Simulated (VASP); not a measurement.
# Si11O24 (a cell with a defect) in VASP: a series of runs, part 2 of 2

VASP 6.6.1. The steps go on from the part before.

### 3 Single point, PBE

File INCAR:

```
PREC = Accurate ; ENCUT = 520
EDIFF = 1E-6 ; ISMEAR = 0
SIGMA = 0.05 ; LREAL = Auto
LASPH = True ; NELM = 120
ALGO = Normal ; ISIF = 2
LWAVE = False ; LCHARG = False
GGA = PE ; NELECT = 190.0
NBANDS = 117 ; GGA_COMPAT = False
```

File KPOINTS:

```
regular mesh
0
Gamma
  2 2 1
```

File POSCAR:

```
Si11O24
1.0
   -2.4574830000      4.2564860000      5.4313010000
    4.9149660000      0.0000000000      5.4313010000
    4.9149660000      8.5129710000      0.0000000000
Si O
11 24
Direct
   -0.0060072921      0.0071981670      0.2660047772
    0.5658980770      0.0985506435      0.9540092123
    0.9318347866      0.4036866658      0.0295662086
   -0.0034791580      0.0056977793      0.7696243752
    0.5674682430      0.0990193996      0.4570179281
    0.9277148792      0.3980394843      0.5356289367
    0.5033033904      0.4936568223      0.5198809164
    0.0755971310      0.5929780409      0.2018652325
    0.4375056958      0.8976027800      0.2852462590
    0.0650853892      0.6020875405      0.7064688641
    0.4367688859      0.8987735559      0.7808848816
    0.4630314937      0.3288603569      0.9767997482
    0.1927738319      0.9166067751      0.3343065404
    0.5259017119      0.9326271010      0.1044277874
    0.0419239680      0.1802382727      0.1169591929
    0.9818672474      0.5715662670      0.0818466089
    0.3064405422      0.5690252072      0.1409287219
    0.4675505017      0.3195137763      0.4731212917
    0.1989028577      0.9229040538      0.8314922923
    0.5265417660      0.9300911844      0.6052711027
    0.0338759148      0.1742963077      0.6185220933
    0.9820694956      0.5716052133      0.5774589084
    0.2990165432      0.5767185707      0.6406328966
    0.9585583999      0.8202516863      0.2252914512
    0.6999241282      0.4240391727      0.5728714156
    0.0090861545      0.4305972657      0.3592159436
    0.5355268361      0.6768668427      0.3714313745
    0.4811523081      0.0642831226      0.3301878905
    0.8002927245      0.0796122927      0.3860356416
    0.9726935060      0.8236551036      0.7223024382
    0.6915168104      0.4230905369      0.0851878125
    0.0102759254      0.4297162606      0.8574380986
    0.5391843648      0.6815067734      0.8647190622
    0.4838539695      0.0631923091      0.8318358365
    0.8085260988      0.0736387821      0.8919011917
```

Potentials or basis: VASP PAW PBE potentials, release 64 (Si, O).

Launch:

```sh
cat potpaw_PBE.64/Si/POTCAR potpaw_PBE.64/O/POTCAR > POTCAR
mpirun -np 1 vasp_std > vasp.out
```

OUTCAR:

```text
PREC = Accurate
   ENCUT = 520
   EDIFF = 1E-6
   ISMEAR = 0
   LREAL = Auto
   LASPH = True
   NELM = 120
   ISIF = 2
   GGA = PE
   NELECT = 190.0

 ion  position               nearest neighbor table
   1  0.994  0.007  0.266-  29 1.58  15 1.60  13 1.66  24 1.66   5 3.05   3 3.06   8 3.13   9 3.14

   2  0.566  0.099  0.954-  14 1.58  34 1.63  35 1.64  12 1.67   9 3.05   4 3.05  11 3.10
   3  0.932  0.404  0.030-  32 1.56  31 1.63  15 1.65  16 1.66  10 2.98   1 3.06   8 3.10
   4  0.997  0.006  0.770-  35 1.56  21 1.59  30 1.63  19 1.65   6 3.03   2 3.05  10 3.07  11 3.09
[... 23 lines left out ...]
  22  0.982  0.572  0.577-   6 1.65  10 1.68
  23  0.299  0.577  0.641-  10 1.59   7 1.65
  24  0.959  0.820  0.225-   8 1.66   1 1.66
  25  0.700  0.424  0.573-   6 1.54   7 1.57
  26  0.009  0.431  0.359-   6 1.59   8 1.64
  27  0.536  0.677  0.371-   9 1.61   7 1.63
  28  0.481  0.064  0.330-   9 1.58   5 1.69
  29  0.800  0.080  0.386-   1 1.58   5 1.59
  30  0.973  0.824  0.722-  10 1.58   4 1.63
  31  0.692  0.423  0.085-   3 1.63
  32  0.010  0.430  0.857-   3 1.56  10 1.62
  33  0.539  0.682  0.865-  11 1.59
  34  0.484  0.063  0.832-  11 1.62   2 1.63
  35  0.809  0.074  0.892-   4 1.56   2 1.64

  LATTYP: Found a base centered monoclinic cell.
 ALAT       =    11.9227940506
 B/A-ratio  =     0.7140080661
 C/A-ratio  =     0.8244654823
 COS(beta)  =    -0.4122327775

  Lattice vectors:

 A1 = (   2.4574830000,  -4.2564860000,  -5.4313010000)
 A2 = (  -4.9149660000,   0.0000000000,  -5.4313010000)
 A3 = (   4.9149660000,   8.5129710000,   0.0000000000)

Analysis of symmetry for initial positions (statically):
=====================================================================
 Subroutine PRICEL returns:
 Original cell was already a primitive cell.

 Routine SETGRP: Setting up the symmetry group for a
 base centered monoclinic supercell.

 Subroutine GETGRP returns: Found  1 space group operations
 (whereof  1 operations were pure point group operations)
 out of a pool of  4 trial point group operations.

The static configuration has the point symmetry C_1 .

[... 201 lines left out ...]
   GGA     = PE    functional components
   LHFCALC =     F    Hartree Fock is set to
   AEXX    =    0.0000 exact exchange contribution
   IVDW    =     0    specifies the selected vdW correction
   LEPSILON=     F    determine dielectric tensor
   LRPA    =     F    only Hartree local field effects (RPA)
 non-spin polarized calculation
 Gauss-broadening in eV      SIGMA  =   0.05
  energy-cutoff  :      520.00
  volume of cell :      454.50
 maximum number of plane-waves:     12284
   NGX = 27   NGY = 27   NGZ = 37

 number of electron     190.0000006 magnetization

 Free energy of the ion-electron system (eV)
  ---------------------------------------------------
  ext. energy  EPLUGINS =         0.00000000
  ---------------------------------------------------
  free energy    TOTEN  =      -257.00123182 eV

  energy without entropy =     -256.96668267  energy(sigma->0) =     -256.98395724

 E-fermi :   2.8205     XC(G=0):  -9.1450

 val. band max:        2.8085208800   @ k =   0.5000   0.5000   0.0000
 cond. band min:       2.8352001979   @ k =   0.0000   0.0000   0.0000
 fundamental gap:      0.0266793179
 Fermi energy:         2.8205467419

 k-point     1 :       0.0000    0.0000    0.0000
  band No.  band energies     occupation
      1     -19.6371      2.00000
      2     -19.0714      2.00000
      3     -18.8587      2.00000
      4     -18.5603      2.00000
      5     -18.3681      2.00000
      6     -18.2149      2.00000
[... 429 lines left out ...]
    106       9.7991      0.00000
    107       9.8863      0.00000
 [bands above 107 left out]

------------------------ aborting loop because EDIFF is reached ----------------------------------------

  FORCE on cell =-STRESS in cart. coord.  units (eV):
  Direction    XX          YY          ZZ          XY          YZ          ZX
  --------------------------------------------------------------------------------------
  -------------------------------------------------------------------------------------
  Total       34.7952218     31.9154797     34.6285633     -0.8162037     -5.7093122     -7.8838711
  in kB      122.6576500    112.5061871    122.0701571     -2.8772234    -20.1260628    -27.7916637
  external PRESSURE =     119.0779981 kB  Pullay stress =       0.0000000 kB

 VOLUME and BASIS-vectors are now :
 -----------------------------------------------------------------------------
  energy-cutoff  :      520.00
  volume of cell :      454.50
      direct lattice vectors                 reciprocal lattice vectors
    -2.457483000  4.256486000  5.431301000    -0.101730101  0.058733900  0.092058972
     4.914966000  0.000000000  5.431301000     0.101730101 -0.058733900  0.092058977
     4.914966000  8.512971000  0.000000000     0.050865056  0.088100850 -0.046029491

 POSITION                                       TOTAL-FORCE (eV/Angst)
 -----------------------------------------------------------------------------------
     -1.09994      6.49541      5.43777        -3.343068     -0.022262     -0.113890
      3.78261     10.53019      3.60882         2.833686     -1.318317      2.086640
     -0.16054      4.21804      7.25362         3.565980      1.785299     -2.429834
      1.36175     10.79347      5.44335        -1.945356      2.024201     -0.043895
      1.33836      6.30600      3.61989        -1.845476     -3.277709     -0.826812
      2.30911      8.50860      7.20057        -1.054875      1.488718      3.204108
[... 27 lines left out ...]
      3.20997      9.14091      2.97117         0.535188     -0.243337      1.148247
      2.75866     11.03421      4.79130         0.784087      0.199595     -0.409473
 -----------------------------------------------------------------------------------
    total drift:                               -0.015424     -0.000309     -0.018314

  FREE ENERGIE OF THE ION-ELECTRON SYSTEM (eV)
  ---------------------------------------------------
  free  energy   TOTEN  =      -257.0012318175 eV

  energy  without entropy=     -256.9666826682  energy(sigma->0) =     -256.98395724
```

stdout:

```text
POSCAR found type information on POSCAR SiO
 POSCAR found :  2 types and      35 ions
 scaLAPACK will be used
 LDA part: xc-table for (Slater+PW92), standard interpolation
 -----------------------------------------------------------------------------
|                                                                             |
[... 14 lines left out ...]
|                                                                             |
 -----------------------------------------------------------------------------

 POSCAR, INCAR and KPOINTS ok, starting setup
 FFT: planning ... GRIDC
 FFT: planning ... GRID_SOFT
 FFT: planning ... GRID
 WAVECAR not read
 entering main loop
 the old and the new charge density differ
 old charge density:   188.00000 new  190.00000
    0.499E+01
```

Run time: 18 min. Hardware: 1 thread of Oxide Virtual Turin-like, shared host; peak memory 0.51 GiB.

Results:

| Quantity | Value |
| --- | --- |
| Free energy | -257.0012 eV |
| Largest force | 4.670 eV/Å |

Forces in eV/Å, atoms in the order of the input:
```
Si  -3.343 -0.022 -0.114
Si   2.834 -1.318  2.087
Si   3.566  1.785 -2.430
Si  -1.945  2.024 -0.044
Si  -1.845 -3.278 -0.827
Si  -1.055  1.489  3.204
Si   1.907 -2.159 -0.338
Si   0.012 -0.554  1.002
Si  -0.294 -2.097 -0.952
Si  -0.739 -1.488 -1.927
Si  -0.427  3.455 -1.898
O   -1.983 -0.221 -1.121
O    0.209 -0.111  0.361
O    0.142  2.005 -1.880
O   -0.339 -0.029  0.436
O   -0.558 -1.001 -0.765
O    0.310  0.762  0.564
O    1.193  0.064 -0.042
O    1.310 -1.852 -0.708
O   -0.582 -1.036  0.157
O    0.370 -1.227  1.235
O    0.144  0.860 -0.409
O   -1.965  0.807  1.360
O    1.123  0.339  0.412
O    1.512  0.588 -2.072
O   -0.364  0.122 -0.461
O   -0.294  0.550 -0.258
O    1.610  2.159  1.259
O    0.731  1.077  0.416
O    0.758 -0.354 -0.090
O   -0.766  1.009  0.702
O   -1.975 -1.897  1.814
O   -0.576 -0.407  0.589
O    0.535 -0.243  1.148
O    0.784  0.200 -0.409
```

Caveat: the k points lie up to 0.70 Å⁻¹ apart; the cell carries a net charge on a neutralising background, which shifts energy and pressure; the cell is charged against a uniform background, so pressure and absolute levels hang on convention.

### 4 Single point, PBE

File INCAR:

```
PREC = Accurate
ENCUT = 520
EDIFF = 1E-6
ISMEAR = 0
SIGMA = 0.05
LREAL = Auto
LASPH = True
NELM = 120
ALGO = Normal
ISIF = 2
LWAVE = False
LCHARG = False
GGA = PE
NELECT = 190.0
NBANDS = 117
GGA_COMPAT = False
```

KPOINTS is that of step 3.

File POSCAR:

```
Si11O24
1.0
   -2.4574830000      4.2564860000      5.4313010000
    4.9149660000      0.0000000000      5.4313010000
    4.9149660000      8.5129710000      0.0000000000
Si O
11 24
Direct
    0.0040412896     -0.0324578697      0.2398416848
    0.5782842102      0.1844035878      0.9780245176
    0.8798847189      0.3653911367      0.0235181128
    0.0281306829      0.0155586652      0.7747918021
    0.5704364974      0.0996445753      0.4592774996
    0.9430121254      0.4104617476      0.5337617255
    0.5130715889      0.5070578423      0.5131992068
    0.0482978419      0.5469610104      0.1829126297
    0.4203277356      0.9204175112      0.2933929738
    0.0710171913      0.6068192976      0.7025799007
    0.4694263571      0.9394611268      0.8173942191
    0.3422270506      0.3616114957      0.9937124595
    0.1937133389      0.9078499882      0.3123440553
    0.5409962222      0.9897443867      0.1253392211
    0.0272559388      0.1536167471      0.0958390999
    0.8925695801      0.5204983018      0.1092402497
    0.2874580079      0.4881959285      0.0972386742
    0.5064996279      0.3395932327      0.4427607500
    0.2221868230      0.9594020818      0.8376478551
    0.5486050107      0.9816230138      0.6294879252
    0.0542092944      0.1942378088      0.6183178466
    0.9914637514      0.5903751119      0.5691550485
    0.3144619677      0.5588059657      0.6419447496
    0.9926388728      0.7767907721      0.1964540388
    0.7018995788      0.4375620345      0.5851944367
    0.0171958639      0.4150405376      0.3575533202
    0.5405565526      0.6998329967      0.3718414642
    0.4156147372      0.0670587511      0.3881509393
    0.8021788034      0.0340079592      0.3658631227
    1.0089961553      0.8278836273      0.7268947575
    0.6692363185      0.3180304524      0.0506044223
   -0.0001828189      0.4367388117      0.8484279068
    0.5873918341      0.7334370060      0.8925633462
    0.4867894777      0.1374355469      0.8554264314
    0.8222936631      0.0935351595      0.8864503985
```

Launch:

```sh
cat potpaw_PBE.64/Si/POTCAR potpaw_PBE.64/O/POTCAR > POTCAR
mpirun -np 1 vasp_std > vasp.out
```

Wall time 13 min (1 thread of Oxide Virtual Turin-like, shared host); peak memory 0.51 GiB.

It converged, with:

* Free energy: -260.6576 eV
* Largest force: 0.702 eV/Å

Forces in eV/Å, atoms in the order of the input:
```
Si   0.100  0.105 -0.037
Si  -0.165 -0.142 -0.140
Si  -0.185  0.016  0.223
Si   0.081 -0.024 -0.110
Si   0.031 -0.077  0.022
Si  -0.054 -0.034 -0.113
Si   0.040 -0.039  0.089
Si   0.169  0.056  0.037
Si  -0.073  0.088 -0.012
Si  -0.020 -0.021  0.014
Si   0.168 -0.155  0.037
O   -0.504 -0.158 -0.077
O    0.009 -0.092  0.081
O   -0.041 -0.011  0.082
O    0.031 -0.047 -0.072
O    0.018 -0.038 -0.122
O    0.637  0.255  0.147
O   -0.061  0.028  0.087
O   -0.072  0.057  0.073
O   -0.010  0.106  0.055
O    0.009  0.060  0.015
O    0.047  0.000  0.075
O   -0.040 -0.004 -0.159
O   -0.165 -0.027  0.105
O    0.012  0.034  0.038
O    0.001 -0.048  0.046
O    0.028 -0.056 -0.078
O    0.062  0.053 -0.079
O   -0.051 -0.034 -0.137
O    0.028  0.014  0.125
O   -0.047 -0.095 -0.043
O    0.064  0.069 -0.003
O   -0.131  0.161 -0.096
O   -0.059 -0.101 -0.088
O    0.138  0.102  0.013
```

Levels at points of the mesh, in eV from the Fermi level:
| k point | band 92 | band 93 | band 94 | band 95 | band 96 | band 97 | band 98 | band 99 |
| --- | --- | --- | --- | --- | --- | --- | --- | --- |
| (0.00, 0.00, 0.00) | -1.70 | -0.93 | -0.38 | -0.25 | 2.96 | 3.22 | 5.02 | 5.19 |
| (0.50, 0.00, 0.00) | -1.64 | -0.94 | -0.39 | -0.24 | 3.19 | 4.10 | 4.44 | 5.20 |
| (0.00, 0.50, 0.00) | -1.58 | -0.98 | -0.34 | -0.26 | 3.17 | 4.22 | 4.33 | 5.06 |
| (0.50, 0.50, 0.00) | -1.65 | -1.00 | -0.34 | -0.25 | 3.21 | 4.70 | 4.73 | 5.08 |

Caveat: the k points lie up to 0.70 Å⁻¹ apart; the cell carries a net charge on a neutralising background, which shifts energy and pressure; the cell is charged against a uniform background, so pressure and absolute levels hang on convention.

### 5 Single point, PBE

File INCAR:

```
SYSTEM = Si11O24
ALGO = Normal
EDIFF = 1E-6
ENCUT = 520
GGA = PE
GGA_COMPAT = .FALSE.
ISIF = 2
ISMEAR = 0
LASPH = .TRUE.
LCHARG = .FALSE.
LREAL = Auto
LWAVE = .FALSE.
NBANDS = 117
NELECT = 190.0
NELM = 120
PREC = Accurate
SIGMA = 0.05
```

File KPOINTS:

```
k-points
0
G
  2 2 1
  0 0 0
```

File POSCAR:

```
Si11O24
1.0
   -2.4574830000      4.2564860000      5.4313010000
    4.9149660000      0.0000000000      5.4313010000
    4.9149660000      8.5129710000      0.0000000000
Si O
11 24
Direct
   -0.0048478840      0.0031120200      0.2524462905
    0.6174402007      0.1809316811      0.9925085414
    0.8578614559      0.4051799407      0.0529794737
    0.0370456505      0.0302056397      0.7808469813
    0.5703244915      0.0927486838      0.4491882783
    0.9210037077      0.4387887251      0.5481627522
    0.4891102021      0.4972834814      0.5188057462
    0.0359499364      0.5845864692      0.1998729467
    0.4321273929      0.9109544949      0.2751014660
    0.0613331557      0.6227241263      0.7176554791
    0.4765312231      0.8921912984      0.7805283867
    0.4686240006      0.2380065102      0.8825323735
    0.1947175190      0.9441799570      0.3088455965
    0.5523520219      0.9648570224      0.1039234542
    0.0081025697      0.1925727381      0.1115404393
    0.8489305084      0.5450494975      0.1569893961
    0.2400903776      0.5391227428      0.0867235034
    0.4733026606      0.3171149575      0.4683761816
    0.2369979161      0.9918527773      0.8308337580
    0.5173300401      0.9230143636      0.5981932661
    0.0281665265      0.2251484711      0.6391372147
    0.9460981183      0.6150447828      0.6026686341
    0.2969671852      0.5257944331      0.6578590875
    0.9647769099      0.8172493486      0.2181952211
    0.6893878598      0.4440980214      0.5728721766
    0.0318805468      0.4574014871      0.3748587771
    0.4983155226      0.6859123447      0.3741425825
    0.4732495479      0.0724491714      0.3342878679
    0.8092341931      0.0697958957      0.3868016215
    1.0458006686      0.8482690948      0.7165475009
    0.6532097109      0.3396487221      0.0668384763
   -0.0303844809      0.4970660366      0.8811102631
    0.5774520112      0.6747818458      0.8521905688
    0.5986843307      0.0225487772      0.8157763639
    0.8550285986      0.0817729155      0.9185697614
```

Launch:

```sh
cat potpaw_PBE.64/Si/POTCAR potpaw_PBE.64/O/POTCAR > POTCAR
mpirun -np 1 vasp_std > vasp.out
```

It took 12 min on 1 thread of Oxide Virtual Turin-like, shared host; peak memory 0.51 GiB.

It converged, with:

- Free energy: -258.5594 eV
- Largest force: 1.578 eV/Å

Forces on the atoms (eV/Å):
```
Si  -0.354  0.021 -0.216
Si  -1.157  1.053 -0.208
Si  -0.143 -0.065  0.239
Si   0.083 -0.353  0.114
Si   0.246  0.198  0.289
Si  -0.132 -0.112 -0.002
Si   0.123  0.328  0.154
Si  -0.252 -0.265  0.177
Si   0.467  0.477  0.171
Si   0.136 -0.110 -0.373
Si   0.400  0.362 -0.023
O   -0.498 -0.532  0.551
O    0.078 -0.124 -0.158
O    0.412  0.105  0.561
O   -0.287 -0.203  0.255
O    0.132 -0.496 -0.600
O   -0.536 -0.065  0.032
O   -0.143 -0.024 -0.086
O   -0.046  0.200 -0.150
O    0.171  0.169  0.045
O   -0.104  0.033  0.018
O    0.023  0.033  0.301
O    0.229 -0.165  0.283
O    0.278 -0.389 -0.268
O    0.222  0.142  0.036
O   -0.127 -0.024 -0.218
O   -0.002 -0.019  0.216
O    0.077 -0.336 -0.462
O    0.184  0.263 -0.059
O    0.293 -0.086 -0.169
O   -0.489 -0.124 -0.449
O   -0.168  0.339 -0.210
O   -0.306  0.228  0.038
O    0.830 -0.235  0.320
O    0.361 -0.225 -0.148
```

Levels at points of the mesh, in eV from the Fermi level:
| k point | band 91 | band 92 | band 93 | band 94 | band 95 | band 96 | band 97 | band 98 | band 99 | band 100 |
| --- | --- | --- | --- | --- | --- | --- | --- | --- | --- | --- |
| (0.00, 0.00, 0.00) | -1.55 | -0.98 | -0.71 | -0.40 | -0.32 | 0.75 | 3.33 | 5.06 | 5.68 | 6.10 |
| (0.50, 0.00, 0.00) | -1.59 | -0.99 | -0.70 | -0.39 | -0.32 | 0.75 | 4.29 | 4.76 | 5.31 | 5.86 |
| (0.00, 0.50, 0.00) | -1.63 | -0.98 | -0.60 | -0.39 | -0.30 | 0.58 | 4.43 | 4.67 | 5.41 | 5.79 |
| (0.50, 0.50, 0.00) | -1.60 | -0.96 | -0.61 | -0.38 | -0.31 | 0.59 | 4.68 | 5.19 | 5.35 | 5.78 |

Caveat: the k points lie up to 0.70 Å⁻¹ apart; the cell carries a net charge on a neutralising background, which shifts energy and pressure; the cell is charged against a uniform background, so pressure and absolute levels hang on convention.
